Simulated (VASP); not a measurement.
# Sb (P6/mmm) in VASP: a series of runs

The runs below take Sb through single point, relaxation of cell and atoms, with PBE.

Everything below comes from runs of VASP 6.6.1. Logs are shortened: lines on timing, memory, paths and dates and some standing lists are left out, and cuts for length are marked.

### Step 1. The cell of the first run

The structure is hexagonal, space group P6/mmm (No. 191). Conventional cell: a = 2.762 Å, b = 2.762 Å, c = 2.596 Å, α = 90.00°, β = 90.00°, γ = 120.00°. Within 3.4 Å of Sb (site symmetry 6/mmm) lie 8 Sb at 2.60 to 2.76 Å.

### Step 2. Single point, PBE

INCAR

```
ALGO = Normal
EDIFF = 1E-7
ENCUT = 520
GGA = PE
ISIF = 2
ISMEAR = -1
LASPH = True
LCHARG = False
LREAL = False
LWAVE = False
NBANDS = 8
NELM = 80
PREC = Accurate
SIGMA = 0.08
```

KPOINTS

```
k-points
0
Gamma
  16 16 15
```

POSCAR

```
Sb
1.0
    2.7615324606      0.0000000000      0.0000000000
   -1.3807662303      2.3915572643      0.0000000000
    0.0000000000      0.0000000000      2.5961545347
Sb
1
Direct
    0.0000000000      0.0000000000      0.0000000000
```

Potentials or basis: VASP PAW PBE potentials, release 64 (Sb).

On the command line:

```
$ cat potpaw_PBE.64/Sb/POTCAR > POTCAR
$ mpirun -np 1 vasp_std > vasp.out
```

OUTCAR:

```text
EDIFF = 1E-7
   ENCUT = 520
   GGA = PE
   ISIF = 2
   ISMEAR = -1
   LASPH = True
   LREAL = False
   NELM = 80
   PREC = Accurate

 ion  position               nearest neighbor table
   1  0.000  0.000  0.000-

  LATTYP: Found a hexagonal cell.
 ALAT       =     2.7615324606
 C/A-ratio  =     0.9401137129

  Lattice vectors:

 A1 = (   2.7615324606,   0.0000000000,   0.0000000000)
 A2 = (  -1.3807662303,   2.3915572643,   0.0000000000)
 A3 = (   0.0000000000,   0.0000000000,   2.5961545347)

Analysis of symmetry for initial positions (statically):
=====================================================================
 Subroutine PRICEL returns:
 Original cell was already a primitive cell.

 Routine SETGRP: Setting up the symmetry group for a
 hexagonal supercell.

 Subroutine GETGRP returns: Found 24 space group operations
 (whereof 24 operations were pure point group operations)
 out of a pool of 24 trial point group operations.

The static configuration has the point symmetry D_6h.

Analysis of symmetry for dynamics (positions and initial velocities):
=====================================================================
 Subroutine PRICEL returns:
 Original cell was already a primitive cell.

 Routine SETGRP: Setting up the symmetry group for a
 hexagonal supercell.

 Subroutine GETGRP returns: Found 24 space group operations
 (whereof 24 operations were pure point group operations)
 out of a pool of 24 trial point group operations.

The dynamic configuration has the point symmetry D_6h.

 Subroutine INISYM returns: Found 24 space group operations
 (whereof 24 operations are pure point group operations),
 and found     1 'primitive' translations

----------------------------------------------------------------------------------------

                                     Primitive cell

  volume of cell :      17.1459

  direct lattice vectors                    reciprocal lattice vectors
     2.761532461  0.000000000  0.000000000     0.362117779  0.209068797  0.000000000
    -1.380766230  2.391557264  0.000000000     0.000000000  0.418137594  0.000000000
     0.000000000  0.000000000  2.596154535     0.000000000  0.000000000  0.385185083

  length of vectors
     2.761532461  2.761532461  2.596154535     0.418137594  0.418137594  0.385185083

  position of ions in fractional coordinates (direct lattice)
     0.000000000  0.000000000  0.000000000

[... 70 lines left out ...]
   LNONCOLLINEAR =      F non collinear calculations
   LSORBIT =      F    spin-orbit coupling
   LASPH  =      T    aspherical Exc in radial PAW
   ENCUT  =  520.0 eV  38.22 Ry    6.18 a.u.   5.13  5.13  4.83*2*pi/ulx,y,z
   NELM   =     80;   NELMIN=  2; NELMDL= -5     # of ELM steps
   EDIFF  = 0.1E-06   stopping-criterion for ELM
   LREAL  =      F    real-space projection
   EDIFFG = 0.1E-05   stopping-criterion for IOM
   NSW    =      0    number of steps for IOM
   IBRION =     -1    ionic relax: 0-MD 1-quasi-New 2-CG
   NFREE  =      0    steps in history (QN), initial steepest desc. (CG)
   ISIF   =      2    stress and relaxation
   ISYM   =      2    0-nonsym 1-usesym 2-fastsym
   POTIM  = 0.5000    time-step for ionic-motion
   TEBEG  =    0.0;   TEEND  =   0.0 temperature during run
   PSTRESS=    0.0 pullay stress
   NELECT =       5.0000    total number of electrons
   NUPDOWN=      -1.0000    fix difference up-down
   EMIN   =  10.00;   EMAX   =-10.00  energy-range for DOS
   EFERMI =   0.00;   METHOD = LEGACY
   ISMEAR =    -1;   SIGMA  =   0.08  broadening in eV -4-tet -1-fermi 0-gaus
   EFERMI_NEDOS =   21; number of points for ismear=-14 and -15
   IALGO  =     38    algorithm
   IMIX   =      4    mixing-type and parameters
     AMIX     =   0.40;   BMIX     =  1.00
     AMIX_MAG =   1.60;   BMIX_MAG =  1.00
  volume/ion in A,a.u.               =      17.15       115.71
  Fermi-wavevector in a.u.,A,eV,Ry     =   1.085620  2.051524 16.035417  1.178570
  Thomas-Fermi vector in A             =   2.221737
   LORBIT       =      0    0 simple, 1 ext, 2 COOP (PROOUT), +10 PAW based schemes
   GGA     = PE    functional components
   LHFCALC =     F    Hartree Fock is set to
   AEXX    =    0.0000 exact exchange contribution
   IVDW    =     0    specifies the selected vdW correction
   LEPSILON=     F    determine dielectric tensor
   LRPA    =     F    only Hartree local field effects (RPA)
 non-spin polarized calculation
  energy-cutoff  :      520.00
  volume of cell :       17.15
 maximum number of plane-waves:       474
 NGX is ok and might be reduce to    24
   NGX = 11   NGY = 11   NGZ =  9

 number of electron       5.0000000 magnetization

 Free energy of the ion-electron system (eV)
  ---------------------------------------------------
  ext. energy  EPLUGINS =         0.00000000
  ---------------------------------------------------
  free energy    TOTEN  =        -1.67214383 eV

  energy without entropy =       -1.66403813  energy(sigma->0) =       -1.66809098

 E-fermi :  16.2989     XC(G=0): -12.2503

 val. band max:       16.2877739543   @ k =   0.2500   0.0625   0.3333
 cond. band min:      16.3298904018   @ k =   0.4375   0.1250   0.2667
 fundamental gap:      0.0421164476
 Fermi energy:        16.2988710272

 k-point     1 :       0.0000    0.0000    0.0000
  band No.  band energies     occupation
      1      -1.8281      2.00000
      2      20.6066      0.00000
      3      23.6775      0.00000
      4      23.6775      0.00000
      5      24.1070      0.00000
      6      25.7800      0.00000
      7      27.4736      0.00000
      8      27.4736      0.00000
[... 243 lines left out ...]
 k-point    24 :       0.2500    0.1875    0.0000
  band No.  band energies     occupation
      1       2.3208      2.00000
      2      11.3222      2.00000
      3      13.7750      2.00000
      4      24.9664      0.00000
      5      26.4652      0.00000
      6      28.2662      0.00000
      7      30.6240      0.00000
      8      32.4733      0.00000

 [... further k-points ...]
[... 5 lines left out ...]
  --------------------------------------------------------------------------------------
  -------------------------------------------------------------------------------------
  Total       10.9183584     10.9183584     10.9111116      0.0000000      0.0000000      0.0000000
  in kB     1020.2496399   1020.2496400   1019.5724800      0.0000000      0.0000000      0.0000000
  external PRESSURE =    1020.0239200 kB  Pullay stress =       0.0000000 kB

 VOLUME and BASIS-vectors are now :
 -----------------------------------------------------------------------------
  energy-cutoff  :      520.00
  volume of cell :       17.15
      direct lattice vectors                 reciprocal lattice vectors
     2.761532461  0.000000000  0.000000000     0.362117779  0.209068797  0.000000000
    -1.380766230  2.391557264  0.000000000     0.000000000  0.418137594  0.000000000
     0.000000000  0.000000000  2.596154535     0.000000000  0.000000000  0.385185083

 POSITION                                       TOTAL-FORCE (eV/Angst)
 -----------------------------------------------------------------------------------
      0.00000      0.00000      0.00000        -0.000000      0.000000      0.000000
 -----------------------------------------------------------------------------------
    total drift:                               -0.000000      0.000000      0.000000

  FREE ENERGIE OF THE ION-ELECTRON SYSTEM (eV)
  ---------------------------------------------------
  free  energy   TOTEN  =        -1.6721438293 eV

  energy  without entropy=       -1.6640381333  energy(sigma->0) =       -1.66809098
```

Wall time 13 s (1 thread of Intel Xeon Platinum 8488C (Sapphire Rapids), shared host); peak memory 0.15 GiB.

Results:

```yaml
Free_energy: -1.6721 eV
Pressure: 102.0 GPa
```

Caveat: spin-orbit coupling is left out, which moves the levels of the heavy elements.

### Step 3. Single point, PBE

INCAR

```
PREC = Accurate
ENCUT = 520
EDIFF = 1E-6
ISMEAR = -1
SIGMA = 0.08
LREAL = False
LASPH = True
NELM = 60
ALGO = Normal
ISIF = 2
LWAVE = False
LCHARG = False
GGA = PE
NBANDS = 8
```

KPOINTS

```
regular mesh
0
Gamma
  16 16 15
```

POSCAR

```
Sb
1.0
    2.7613942545      0.0000000000      0.0000000000
   -1.3806971273      2.3914375743      0.0000000000
    0.0000000000      0.0000000000      2.5960315255
Sb
1
Direct
    0.0000000000      0.0000000000      0.0000000000
```

Potentials or basis: VASP PAW PBE potentials, release 64 (Sb).

On the command line:

```
$ cat potpaw_PBE.64/Sb/POTCAR > POTCAR
$ mpirun -np 1 vasp_std > vasp.out
```

Run time: 14 s. Hardware: 1 thread of Intel Xeon Platinum 8488C (Sapphire Rapids), shared host; peak memory 0.15 GiB.

It converged, with:

```
Free energy : -1.6705 eV
Pressure    : 102.1 GPa
```

Levels at points of the mesh, in eV from the Fermi level:
| k point | band 1 | band 2 | band 3 | band 4 | band 5 |
| --- | --- | --- | --- | --- | --- |
| (0.00, 0.00, 0.00) | -18.13 | 4.31 | 7.38 | 7.38 | 7.81 |
| (0.50, 0.00, 0.00) | -11.53 | -10.06 | 1.53 | 5.93 | 10.18 |

Caveat: spin-orbit coupling is left out, which moves the levels of the heavy elements.

### Step 4. Relaxation of cell and atoms, PBE, target pressure 100 GPa, at which the enthalpy is minimised

This run uses another cell than the first one, of 16.43 Å³/atom, 0.958 times its volume.

INCAR

```
SYSTEM = Sb
PREC = Accurate
ENCUT = 600
EDIFF = 1E-7
ISMEAR = -1
SIGMA = 0.08
LREAL = .False.
LASPH = .True.
NELM = 60
ALGO = Normal
ISIF = 3
LWAVE = .False.
LCHARG = .False.
GGA = PE
IBRION = 2
NSW = 60
EDIFFG = -0.005
PSTRESS = 1000.0
```

KPOINTS

```
Automatic mesh
0
Gamma
  16 16 15
  0 0 0
```

POSCAR

```
Sb
1.0
    2.7227188654      0.0000000000      0.0000000000
   -1.3613594327      2.3579437048      0.0000000000
    0.0000000000      0.0000000000      2.5593557335
Sb
1
Direct
    0.0000000000      0.0000000000      0.0000000000
```

On the command line:

```
$ cat potpaw_PBE.64/Sb/POTCAR > POTCAR
$ mpirun -np 1 vasp_std > vasp.out
```

It took 39 s on 1 thread of Intel Xeon 6975P-C (Granite Rapids), shared host; peak memory 0.16 GiB.

It converged, with:

```
Free energy                                            : -1.7227 eV
Relaxed volume                                         : 17.23 Å³/atom
Relaxed cell                                           : a = 2.766 Å, b = 2.766 Å, c = 2.600 Å, α = 90.00°, β = 90.00°, γ = 120.00°
Space group after relaxing (to 0.05 Å)                 : P6/mmm (No. 191)
Energy change on relaxing (the enthalpy is what falls) : -547.7 meV/atom
Ionic steps                                            : 9
Pressure after relaxing                                : 100.0 GPa
```

Step by step:
```tsv
step	energy change (eV)	largest force (eV/Å)	pressure (GPa)	volume (Å³)
1	0.0000	0.0000	121.51	16.43
2	-2.3477	0.0000	28.40	22.25
3	-0.6185	0.0000	97.23	17.34
4	-0.5502	0.0000	99.91	17.23
5	-0.5401	0.0000	100.31	17.21
6	-0.5422	0.0000	100.27	17.22
7	-0.5407	0.0000	100.29	17.21
8	-0.5754	0.0000	98.94	17.27
9	-0.5477	0.0000	100.02	17.23
```

Final structure:
```cif
data_structure
_symmetry_space_group_name_H-M 'P 1'
_symmetry_Int_Tables_number 1
_cell_length_a 2.7658
_cell_length_b 2.7658
_cell_length_c 2.6003
_cell_angle_alpha 90.000
_cell_angle_beta 90.000
_cell_angle_gamma 120.000
_cell_volume 17.23
loop_
_atom_site_label
_atom_site_type_symbol
_atom_site_fract_x
_atom_site_fract_y
_atom_site_fract_z
_atom_site_occupancy
Sb1 Sb 0.00000 0.00000 0.00000 1
```

Levels at points of the mesh, in eV from the Fermi level:
```
           k point  band 1  band 2  band 3  band 4  band 5  band 6
(0.00, 0.00, 0.00)  -18.06    4.30    7.35    7.35    7.80    9.50
(0.50, 0.00, 0.00)  -11.50  -10.01    1.54    5.93   10.14   11.38
```

Caveat: the cell is relaxed towards a set pressure, so the enthalpy falls and the energy may rise; spin-orbit coupling is left out, which moves the levels of the heavy elements.

### Step 5. Relaxation of cell and atoms, PBE, target pressure 100 GPa, at which the enthalpy is minimised

INCAR

```
PREC = Accurate ; ENCUT = 600
EDIFF = 1E-6 ; ISMEAR = -1
SIGMA = 0.08 ; LREAL = False
LASPH = True ; NELM = 80
ALGO = Normal ; ISIF = 3
LWAVE = False ; LCHARG = False
GGA = PE ; IBRION = 2
NSW = 32 ; EDIFFG = -0.005
PSTRESS = 1000.0
```

KPOINTS

```
regular mesh
0
Gamma
  16 16 15
```

POSCAR

```
Sb
1.0
    2.7615324606      0.0000000000      0.0000000000
   -1.3807662303      2.3915572643      0.0000000000
    0.0000000000      0.0000000000      2.5961545347
Sb
1
Direct
    0.0000000000      0.0000000000      0.0000000000
```

Potentials or basis: VASP PAW PBE potentials, release 64 (Sb).

On the command line:

```
$ cat potpaw_PBE.64/Sb/POTCAR > POTCAR
$ mpirun -np 1 vasp_std > vasp.out
```

OUTCAR:

```text
PREC = Accurate
   ENCUT = 600
   EDIFF = 1E-6
   ISMEAR = -1
   LREAL = False
   LASPH = True
   NELM = 80
   ISIF = 3
   GGA = PE
   IBRION = 2
   NSW = 32
   EDIFFG = -0.005
   PSTRESS = 1000.0

 ion  position               nearest neighbor table
   1  0.000  0.000  0.000-

  LATTYP: Found a hexagonal cell.
 ALAT       =     2.7615324606
 C/A-ratio  =     0.9401137129

  Lattice vectors:

 A1 = (   2.7615324606,   0.0000000000,   0.0000000000)
 A2 = (  -1.3807662303,   2.3915572643,   0.0000000000)
 A3 = (   0.0000000000,   0.0000000000,   2.5961545347)

Analysis of symmetry for initial positions (statically):
=====================================================================
 Subroutine PRICEL returns:
 Original cell was already a primitive cell.

 Routine SETGRP: Setting up the symmetry group for a
 hexagonal supercell.

 Subroutine GETGRP returns: Found 24 space group operations
 (whereof 24 operations were pure point group operations)
 out of a pool of 24 trial point group operations.

[... 167 lines left out ...]
  --------------------------------------------------------------------------------------
  -------------------------------------------------------------------------------------
  Total       10.9182572     10.9182572     10.9107978      0.0000000     -0.0000000      0.0000000
  in kB     1020.2401916   1020.2401917   1019.5431548      0.0000000     -0.0000000      0.0000000
  external PRESSURE =      20.0078460 kB  Pullay stress =    1000.0000000 kB
[... 209 lines left out ...]
--------------------------------------- Ionic step        7  -------------------------------------------

 number of electron       5.0000000 magnetization

 Free energy of the ion-electron system (eV)
  ---------------------------------------------------
  ext. energy  EPLUGINS =         0.00000000
  ---------------------------------------------------
  free energy    TOTEN  =        -1.72254649 eV

  energy without entropy =       -1.71444910  energy(sigma->0) =       -1.71849779

 E-fermi :  16.2005     XC(G=0): -12.2274

 val. band max:       16.1869598153   @ k =   0.2500   0.0625   0.3333
 cond. band min:      16.2370289445   @ k =   0.4375   0.1250   0.2667
 fundamental gap:      0.0500691292
 Fermi energy:        16.2005405055

 k-point     1 :       0.0000    0.0000    0.0000
  band No.  band energies     occupation
      1      -1.8619      2.00000
      2      20.5023      0.00000
      3      23.5508      0.00000
      4      23.5508      0.00000
      5      23.9979      0.00000
      6      25.7007      0.00000
[... 199 lines left out ...]
 k-point    24 :       0.2500    0.1875    0.0000
  band No.  band energies     occupation
      1       2.2700      2.00000
      2      11.2407      2.00000
      3      13.6950      2.00000
      4      24.8402      0.00000
      5      26.3626      0.00000
      6      28.1537      0.00000

 [... further k-points ...]

------------------------ aborting loop because EDIFF is reached ----------------------------------------

  FORCE on cell =-STRESS in cart. coord.  units (eV):
  Direction    XX          YY          ZZ          XY          YZ          ZX
  --------------------------------------------------------------------------------------
  -------------------------------------------------------------------------------------
  Total       10.7541121     10.7541121     10.7555642      0.0000000      0.0000000      0.0000000
  in kB     1000.2483290   1000.2483291   1000.3833924      0.0000000      0.0000000      0.0000000
  external PRESSURE =       0.2933502 kB  Pullay stress =    1000.0000000 kB
[... 20 lines left out ...]
  energy  without entropy=       -1.7144490978  energy(sigma->0) =       -1.71849779

  enthalpy is  TOTEN    =         9.0288957191 eV   P V=       10.7514422088

 reached required accuracy - stopping structural energy minimisation
```

OSZICAR:

```text
N       E                     dE             d eps       ncg     rms          rms(c)
DAV:   1     0.153365451178E+02    0.15337E+02   -0.19956E+03  2916   0.653E+02
DAV:   2    -0.149816074155E+01   -0.16835E+02   -0.16125E+02  4146   0.939E+01
DAV:   3    -0.171819315298E+01   -0.22003E+00   -0.21840E+00  3720   0.123E+01
[... 34 lines left out ...]
DAV:   1    -0.172257717320E+01    0.15685E-03   -0.42316E-05  3438   0.442E-02    0.404E-03
DAV:   2    -0.172257696662E+01    0.20658E-06   -0.18463E-06  2706   0.132E-02
   6 F= 0.90288956E+01 E0= 0.90329455E+01  d E =-.466276E-06
       N       E                     dE             d eps       ncg     rms          rms(c)
DAV:   1    -0.172254649720E+01    0.30676E-04   -0.36617E-07  2196   0.418E-03    0.700E-04
DAV:   2    -0.172254648969E+01    0.75086E-08   -0.23686E-08  1470   0.141E-03
   7 F= 0.90288957E+01 E0= 0.90329444E+01  d E =-.318220E-06
```

CONTCAR:

```text
Sb
   1.00000000000000
     2.7657967347163837    0.0000000000000000    0.0000000000000000
    -1.3828983673581918    2.3952502340290818    0.0000000000000000
     0.0000000000000000   -0.0000000000000000    2.6001964223414316
  Sb
     1
Direct
     0.0000000000000000    0.0000000000000000    0.0000000000000000

  0.00000000E+00  0.00000000E+00  0.00000000E+00
```

It took 32 s on 1 thread of Intel Xeon 6975P-C (Granite Rapids), shared host; peak memory 0.17 GiB.

What came out:

```yaml
Free_energy: -1.7225 eV
Relaxed_volume: 17.23 Å³/atom
Relaxed_cell: a = 2.766 Å, b = 2.766 Å, c = 2.600 Å, α = 90.00°, β = 90.00°, γ = 120.00°
Space_group_after_relaxing_to_0.05_Å: P6/mmm (No. 191)
Energy_change_on_relaxing_the_enthalpy_is_what_falls: -50.3 meV/atom
Ionic_steps: 7
Pressure_after_relaxing: 100.0 GPa
```

The path:
| step | energy change (eV) | largest force (eV/Å) | pressure (GPa) | volume (Å³) |
| --- | --- | --- | --- | --- |
| 1 | 0.0000 | 0.0000 | 102.00 | 17.15 |
| 2 | -0.3202 | 0.0000 | 89.46 | 17.68 |
| 3 | -0.0513 | 0.0000 | 99.99 | 17.23 |
| 4 | -0.0502 | 0.0000 | 100.03 | 17.23 |
| 5 | -0.0505 | 0.0000 | 100.03 | 17.23 |
| 6 | -0.0503 | 0.0000 | 100.03 | 17.23 |
| 7 | -0.0503 | 0.0000 | 100.03 | 17.23 |

Final structure:
```cif
data_structure
_symmetry_space_group_name_H-M 'P 1'
_symmetry_Int_Tables_number 1
_cell_length_a 2.7658
_cell_length_b 2.7658
_cell_length_c 2.6002
_cell_angle_alpha 90.000
_cell_angle_beta 90.000
_cell_angle_gamma 120.000
_cell_volume 17.23
loop_
_atom_site_label
_atom_site_type_symbol
_atom_site_fract_x
_atom_site_fract_y
_atom_site_fract_z
_atom_site_occupancy
Sb1 Sb 0.00000 0.00000 0.00000 1
```

Caveat: the cell is relaxed towards a set pressure, so the enthalpy falls and the energy may rise; spin-orbit coupling is left out, which moves the levels of the heavy elements.

### Step 6. Overview

```tsv
task	cell	cutoff (eV)	gap on the mesh (eV)	pressure (GPa)
single point	a = 2.762, b = 2.762, c = 2.596 Å, angles 90.0, 90.0, 120.0°, 1 atom	520	none	102.0
single point	a = 2.761, b = 2.761, c = 2.596 Å, angles 90.0, 90.0, 120.0°, 1 atom	520	none	102.1
relaxation of cell and atoms	relaxed to 100 GPa from a = 2.723, b = 2.723, c = 2.559 Å, angles 90.0, 90.0, 120.0°, 1 atom	600	none	100.0
relaxation of cell and atoms	relaxed to 100 GPa from a = 2.762, b = 2.762, c = 2.596 Å, angles 90.0, 90.0, 120.0°, 1 atom	600	none	100.0
```

Alike in all rows: level PBE; potentials or basis VASP PAW PBE potentials, release 64 (Sb); no spin polarisation; k mesh 16 × 16 × 15; smearing fermi-dirac 0.08 eV.

Caveats: spin-orbit coupling is left out, which moves the levels of the heavy elements; the cell is relaxed towards a set pressure, so the enthalpy falls and the energy may rise (some runs).

Total energies depend on the potentials used, so only differences within one code and one set of settings carry meaning.
